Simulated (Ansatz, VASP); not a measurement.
## Two plane-wave programs on ZnS

```
Zn S
1.0
     0.00000    2.69453    2.69453
     2.69453    0.00000    2.69453
     2.69453    2.69453    0.00000
Zn S
1 1
Direct
  0.25000 0.25000 0.25000
  0.00000 0.00000 0.00000
```

Alike in both runs: task single point; functional r2SCAN; k mesh 8 × 8 × 8; occupations gaussian, width 0.02 eV; no spin polarisation.

```csv
,VASP,Ansatz
version,VASP 6.6.1,Ansatz 0.2.0
potentials or method,"VASP PAW PBE potentials, release 64 (Zn, S), cutoff 520 eV","scalar-relativistic, plane waves, PAW"
valence electrons in the cell,18,18
```

VASP gave:

| Quantity | Value |
| --- | --- |
| gap on the k mesh at the Fermi level (eV) | 2.71 |
| least direct gap on the mesh (eV) | 2.71 |
| pressure (GPa) | 0.0 |

Problem. Estimate Ansatz's values.

Solution. gap on the k mesh at the Fermi level (eV): 2.70; least direct gap on the mesh (eV): 2.70; pressure (GPa): 0.0.

VASP's potentials were made for PBE, not for r2SCAN.
